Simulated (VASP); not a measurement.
Runs of VASP 6.6.1 on GdO. The structure is that of space group F-43m (No. 216), or close to it. The cells are those of the table. 

```csv
task,level,spin,U,fixed moment (μB),cell,k mesh,cutoff (eV),grid for exact exchange (PRECFOCK),share of exact exchange,screening parameter,gap on the mesh (eV),pressure (GPa),moment (μB)
single point,PBE+U,"collinear, ferromagnetic start",Gd f U = 1.0 eV,-,"a = 3.818 Å, angles 60.0°, 2 atoms",9 × 9 × 9,520,-,-,-,none,-0.6,7.75
single point,PBEsol-based global hybrid with 25 % exact exchange,"collinear, ferromagnetic start",-,-,"a = 3.760 Å, angles 60.0°, 2 atoms",5 × 5 × 5,520,Normal,0.25,-,none,0.1,7.99
single point,HSE06,"collinear, ferromagnetic start",-,-,"a = 3.791 Å, angles 60.0°, 2 atoms",5 × 5 × 5,520,Normal,0.25,0.2079 1/Å,none,0.2,(a)
single point,PBE,"non-collinear, typed start, SOC",-,-,"a = 3.818 Å, angles 60.0°, 2 atoms",7 × 7 × 7,520,-,-,-,-,(c),7.49
single point,PBE,"collinear, ferromagnetic start",-,14.0,"a = 3.818 Å, angles 60.0°, 2 atoms",7 × 7 × 7,520,-,-,-,-,54.6,14.00
single point,PBE,"collinear, ferromagnetic start",-,8.8,"a = 3.818 Å, angles 60.0°, 2 atoms",7 × 7 × 7,520,-,-,-,-,(d),8.80
relaxation of cell and atoms,LDA,"collinear, ferromagnetic start",-,-,"relaxed from a = 3.818 Å, angles 60.0°, 2 atoms",9 × 9 × 9,600,-,-,-,none,0.0,(b)
single point,PBE,"collinear, ferromagnetic start",-,1.8,"a = 3.818 Å, angles 60.0°, 2 atoms",7 × 7 × 7,520,-,-,-,-,-1.8,1.80
single point,PBE,"collinear, ferromagnetic start",-,7.0,"a = 3.818 Å, angles 60.0°, 2 atoms",7 × 7 × 7,520,-,-,-,-,-0.7,7.00
single point,LDA,"collinear, ferromagnetic start",-,-,"a = 3.818 Å, angles 60.0°, 2 atoms",9 × 9 × 9,520,-,-,-,none,-7.4,6.85
single point,PBE-based screened hybrid with 25 % exact exchange,"collinear, ferromagnetic start",-,-,"a = 3.792 Å, angles 60.0°, 2 atoms",5 × 5 × 5,520,Normal,0.25,0.3 1/Å,none,0.1,7.99
single point,PBE,"collinear, ferromagnetic start",-,10.5,"a = 3.818 Å, angles 60.0°, 2 atoms",7 × 7 × 7,520,-,-,-,-,16.3,10.50
```

Alike in all rows: potentials or basis VASP PAW PBE potentials, release 64 (Gd, O); smearing fermi-dirac 0.05 eV.

Task: Fill in the values left out.

Result: (a) 7.98; (b) 6.86; (c) -0.4; (d) 4.0.

Caveats: some runs use coarse meshes; a cell with one magnetic atom can't hold antiferromagnetic order, which such compounds often take; spin-orbit coupling is left out, which moves the levels of the heavy elements (at least some runs); semilocal functionals describe open f shells poorly, which spoils levels, moments and volumes (at least some runs); the PAW data sets were made with another functional, which shifts forces and pressure a little (at least some runs); the total moment is fixed, so each spin has its own Fermi level and the state may be an excited one (at least some runs); the cell stands under pressure (at least some runs); the cell stands under tension (at least some runs).

A k mesh can miss the band edges, and rows without SOC leave out spin-orbit coupling on Gd.

A gap of «none» marks levels without a gap at the run's occupations.
